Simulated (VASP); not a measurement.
Set up this calculation in VASP 6.6.1, as the native input.

```
Task                   : single point
Functional             : PBE
Potentials or basis    : VASP PAW PBE potentials, release 64 (W_sv, S)
Cutoff                 : 500 eV
k mesh                 : 3 × 3 × 1, shifted
Occupations            : fermi-dirac, width 0.01 eV
Spin                   : no spin polarisation
Dipole correction      : no
Further INCAR settings : ALGO = Normal; EDIFF = 1e-06; NBANDS = 35
```

The structure of WS2 lies in POSCAR:

```
WS2
1.0
    3.1270831533     -0.0000000285      0.0000000000
   -1.5635415520      2.7081334659      0.0000000000
    0.0000000000      0.0000000000     12.1647637100
W S
2 4
Direct
    0.3341638971      0.6658361029      0.2500000000
    0.6658361029      0.3341638971      0.7500000000
    0.3339419863      0.6662449874      0.6193501716
    0.6662449874      0.3339419863      0.1193501716
    0.3337550126      0.6660580137      0.8806498284
    0.6660580137      0.3337550126      0.3806498284
```

One way to write it, as run:

INCAR

```
SYSTEM = WS2
PREC = Accurate ; ENCUT = 500
EDIFF = 1E-6 ; ISMEAR = -1
SIGMA = 0.01 ; LREAL = .FALSE.
LASPH = .TRUE. ; NELM = 120
ALGO = Normal ; ISIF = 2
LWAVE = .FALSE. ; LCHARG = .FALSE.
GGA = PE ; NBANDS = 35
GGA_COMPAT = .FALSE.
```

KPOINTS

```
Automatic mesh
0
Gamma
  3 3 1
  0.25 0.25 0.25
```

Potentials or basis: VASP PAW PBE potentials, release 64 (W_sv, S).

The run is started by

```sh
$ cat potpaw_PBE.64/W_sv/POTCAR potpaw_PBE.64/S/POTCAR > POTCAR
$ mpirun -np 1 vasp_std > vasp.out
```

Results of the run:

The pressure is 5.5 GPa, the largest force is 0.151 eV/Å and the band gap on the k mesh is 1.89 eV (least direct gap 2.43 eV).

Caveat: the cell stands under pressure; spin-orbit coupling is left out, which moves the levels of the heavy elements; a shifted mesh leaves out Γ, where band edges can lie.

It took 2.1 min on 1 thread of Intel Xeon 8259CL, with other jobs on the host, peak memory 0.26 GiB.
